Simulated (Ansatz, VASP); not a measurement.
ZnGa4O2 in VASP and in Ansatz

```xyz
7
Lattice="3.5978 0.0000 0.0000 0.0000 3.5978 0.0000 0.0000 0.0000 8.8213" Properties=species:S:1:pos:R:3 pbc="T T T"
Zn    0.0000    0.0000    4.4106
Ga    1.7989    0.0000    7.8904
Ga    0.0000    1.7989    0.9309
Ga    1.7989    1.7989    5.7594
Ga    1.7989    1.7989    3.0619
O     0.0000    0.0000    0.0000
O     1.7989    1.7989    0.0000
```

Alike in both runs: functional PBE; k mesh 5 × 5 × 2; occupations gaussian, width 0.2 eV; no spin polarisation.

Ansatz relaxed the structure, and its values are those at the end. VASP's run is a single point on that final structure, the one shown.

|  | VASP | Ansatz |
| --- | --- | --- |
| version | VASP 6.6.1 | Ansatz 0.2.0 |
| potentials or method | VASP PAW PBE potentials, release 64 (Zn, Ga_d, O), cutoff 520 eV | scalar-relativistic, plane waves, PAW |
| valence electrons in the cell | 76 | 76 |

```csv
,VASP,Ansatz,Ansatz less VASP
gap on the k mesh at the Fermi level (eV),none,none,-
pressure (GPa),0.5,0.2,-0.34
rms of the force components (eV/Å),0.020,0.005,-0.0148
```

A gap of «none» marks a metal or a gap that the smearing closes. With one functional, cell and mesh, what is left measures potentials, basis and numerics.
